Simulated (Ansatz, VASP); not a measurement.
# NaB2N2 in VASP and in Ansatz

File INCAR:

```
PREC     = Accurate       # precision mode
ENCUT    = 520            # plane-wave cutoff, eV
EDIFF    = 1E-6           # SCF threshold, eV
ISMEAR   = 0              # smearing method
SIGMA    = 0.1            # smearing width, eV
LREAL    = False          # projectors in reciprocal space
LASPH    = True           # aspherical terms in the spheres
NELM     = 100            # most SCF steps
ALGO     = Normal         # electronic algorithm
ISIF     = 2              # what is computed and relaxed
LWAVE    = False          # write WAVECAR
LCHARG   = False          # write CHGCAR
GGA      = PE             # functional
NBANDS   = 20             # bands
```

KPOINTS

```
regular mesh
0
Gamma
  6 6 6
```

POSCAR

```
NaB2N2
1.0
    2.7048903100      0.0000000000      0.0000000000
    0.0000000000      3.6057705200      0.0000000000
    0.0000000000      0.0000000000      3.6057705200
Na B N
1 2 2
Direct
    0.5000000000      0.0000000000      0.5297740000
    0.0000000000      0.5000000000      0.2797740000
    0.0000000000      0.5000000000      0.7202260000
    0.0000000000      0.8160579800      0.0000000000
    0.0000000000      0.1839420200      0.0000000000
```

Input for Ansatz:

```yaml
crystal:
  lattice:
    - [2.70489031, 0.0, 0.0]
    - [0.0, 3.60577052, 0.0]
    - [0.0, 0.0, 3.60577052]
  atoms:
    - { symbol: Na, position: [0.5, 0.0, 0.529774] }
    - { symbol: B, position: [0.0, 0.5, 0.279774] }
    - { symbol: B, position: [0.0, 0.5, 0.720226] }
    - { symbol: "N", position: [0.0, 0.81605798, 0.0] }
    - { symbol: "N", position: [0.0, 0.18394202, 0.0] }
basis:
  ecutwfc: 420
kpoints:
  mp_grid: { grid: [6, 6, 6] }
hamiltonian:
  xc: pbe
scf:
  occupations: { method: gaussian, width: 0.1 }
  lower_state_search: "off"
output:
  forces: true
  stress: true
  eigenvalues: true
```

Alike in both runs: task single point; functional PBE; k mesh 6 × 6 × 6; occupations gaussian, width 0.1 eV; no spin polarisation.

|  | VASP | Ansatz |
| --- | --- | --- |
| version | VASP 6.6.1 | Ansatz 0.2.0 |
| potentials or method | VASP PAW PBE potentials, release 64 (Na_pv, B, N), cutoff 520 eV | scalar-relativistic, plane waves, PAW |
| valence electrons in the cell | 23 | 25 |

Ansatz gave:

| Item | Value |
| --- | --- |
| gap on the k mesh at the Fermi level (eV) | none |
| rms of the force components (eV/Å) | 1.761 |

Problem. Which values does VASP return?

Solution. gap on the k mesh at the Fermi level (eV): none; rms of the force components (eV/Å): 1.768.

Atom by atom the forces differ by 0.011 eV/Å (rms over components). A gap of «none» marks a metal or a gap that the smearing closes. VASP's potentials hold 23 valence electrons a cell and Ansatz's 25, so a difference there can come from the potentials and not from the codes.

The k mesh is coarse, so the values compare programs but aren't converged.
